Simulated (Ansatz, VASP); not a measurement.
One calculation of ZrO2, two programs

```
CELL_PARAMETERS angstrom
0.00000 2.51810 2.53500
2.51810 0.00000 2.53500
2.51810 2.51810 0.00000
ATOMIC_POSITIONS crystal
Zr 0.00000 0.00000 0.00000
O 0.25000 0.25000 0.25000
O 0.75000 0.75000 0.75000
```

Alike in both runs: task single point; functional PBE; k mesh 6 × 6 × 6; occupations fermi-dirac, width 0.02 eV; no spin polarisation.

|  | VASP | Ansatz |
| --- | --- | --- |
| version | VASP 6.6.1 | Ansatz 0.2.0 |
| potentials or method | VASP PAW PBE potentials, release 64 (Zr_sv, O), cutoff 600 eV | plane waves, PAW |
| valence electrons in the cell | 24 | 24 |

VASP gave:

- pressure (GPa): 10.5
- traceless stress, the component that is largest in VASP (GPa): -2.01

**Question.** What did Ansatz give for the same quantities?

**Answer.** Pressure (GPa): 10.4; traceless stress, the component that is largest in VASP (GPa): -2.01.
